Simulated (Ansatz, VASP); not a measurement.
Mg in VASP and in Ansatz

```
Mg
1.0
     3.09121    0.00000    0.00000
     0.00000    3.09121    0.00000
     0.00000    0.00000    3.09121
Mg
1
Direct
  0.00000 0.00000 0.00000
```

Alike in both runs: functional BLYP; k mesh 11 × 11 × 11; occupations fermi-dirac, width 0.1 eV; no spin polarisation.

Ansatz relaxed the structure, and its values are those at the end. VASP's run is a single point on that final structure, the one shown.

|  | VASP | Ansatz |
| --- | --- | --- |
| version | VASP 6.6.1 | Ansatz 0.2.0 |
| potentials or method | VASP PAW PBE potentials, release 64 (Mg), cutoff 600 eV | plane waves (420 eV) with PAW, scalar-relativistic |
| valence electrons in the cell | 2 | 10 |

|  | VASP | Ansatz | Ansatz less VASP |
| --- | --- | --- | --- |
| pressure (GPa) | 0.0 | 0.0 | +0.01 |

VASP's potentials were made for PBE, not for BLYP. VASP's potentials hold 2 valence electrons a cell and Ansatz's 10, so a difference there can come from the potentials and not from the codes.
